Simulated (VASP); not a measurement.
Write the native input for VASP 6.6.1 that does the following.

```
Task                   : single point
Functional             : PBE
Potentials or basis    : VASP PAW PBE potentials, release 64 (Ge_d, Sb, Te)
Cutoff                 : 520 eV
k mesh                 : 9 × 9 × 2
Occupations            : gaussian, width 0.03 eV
Spin                   : no spin polarisation
Dipole correction      : no
Further INCAR settings : ALGO = Normal; EDIFF = 1e-06; NBANDS = 39
```

The structure of GeSb4Te4 lies in POSCAR:

```
GeSb4Te4
1.0
   -4.3299846501      0.0000000000      0.0000000000
   -2.1649923251     -3.7498767050      0.0000000000
    0.0000000000      0.0000000000     20.6486093019
Ge Sb Te
1 4 4
Direct
    0.0000000000      0.0000000000      0.3256024469
    0.3333333333      0.3333333333      0.7906504336
    0.6666666667      0.6666666667      0.7152662252
    0.6666666667      0.6666666667      0.1467696948
    0.3333333333      0.3333333333      0.5044351990
    0.3333333333      0.3333333333      0.2439932675
    0.6666666667      0.6666666667      0.4072116263
    1.0000000000      1.0000000000      0.0640321966
    0.0000000000      0.0000000000      0.5871726972
```

These files were run (other wordings do the same):

INCAR

```
SYSTEM = GeSb4Te4
ALGO = Normal
EDIFF = 1E-6
ENCUT = 520
GGA = PE
ISIF = 2
ISMEAR = 0
LASPH = .True.
LCHARG = .False.
LREAL = .False.
LWAVE = .False.
NBANDS = 39
NELM = 60
PREC = Accurate
SIGMA = 0.03
```

KPOINTS

```
k-points
0
Gamma
  9 9 2
  0 0 0
```

Potentials or basis: VASP PAW PBE potentials, release 64 (Ge_d, Sb, Te).

Launch:

```sh
$ cat potpaw_PBE.64/Ge_d/POTCAR potpaw_PBE.64/Sb/POTCAR potpaw_PBE.64/Te/POTCAR > POTCAR
$ mpirun -np 1 vasp_std > vasp.out
```

Results of the run:

The pressure is -0.4 GPa. The largest force is 0.138 eV/Å. The band gap on the k mesh is 0.25 eV, direct.

Caveat: spin-orbit coupling is left out, which moves the levels of the heavy elements.

Wall time 11 min on 1 thread of Oxide Virtual Turin-like Processor (shared host), peak memory 0.56 GiB.
